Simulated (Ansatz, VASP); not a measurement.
## Two plane-wave programs on GaSb2

```
Ga Sb
1.0
     3.39009    0.00000    0.00000
    -1.69505    2.93591    0.00000
     0.00000    0.00000    7.81365
Ga Sb
1 2
Cartesian
  0.0000 0.0000 0.0000
  0.0000 1.9573 5.5734
  1.6950 0.9786 2.2403
```

Change from the starting cell: species swapped into the ZnCu2 type (P-3m1, No. 164).

Alike in both runs: functional PBE; k mesh 18 × 18 × 6; occupations gaussian, width 0.1 eV; no spin polarisation.

Ansatz relaxed the structure, and its values are those at the end. VASP's run is a single point on that final structure, the one shown.

|  | VASP | Ansatz |
| --- | --- | --- |
| version | VASP 6.6.1 | Ansatz 0.2.0 |
| potentials or method | VASP PAW PBE potentials, release 64 (Ga_d, Sb), cutoff 520 eV | scalar-relativistic, plane waves, PAW |
| valence electrons in the cell | 23 | 43 |

VASP gave:

```
gap on the k mesh at the Fermi level (eV) : none
pressure (GPa)                            : 0.0
rms of the force components (eV/Å)        : 0.002
```

Problem. What did Ansatz give for the same quantities?

Solution. gap on the k mesh at the Fermi level (eV): none; pressure (GPa): 0.0; rms of the force components (eV/Å): 0.003.

A gap of «none» marks a metal or a gap that the smearing closes. With one functional, cell and mesh, what is left measures potentials, basis and numerics. VASP's potentials hold 23 valence electrons a cell and Ansatz's 43, so a difference there can come from the potentials and not from the codes.

Spin-orbit coupling is off throughout.
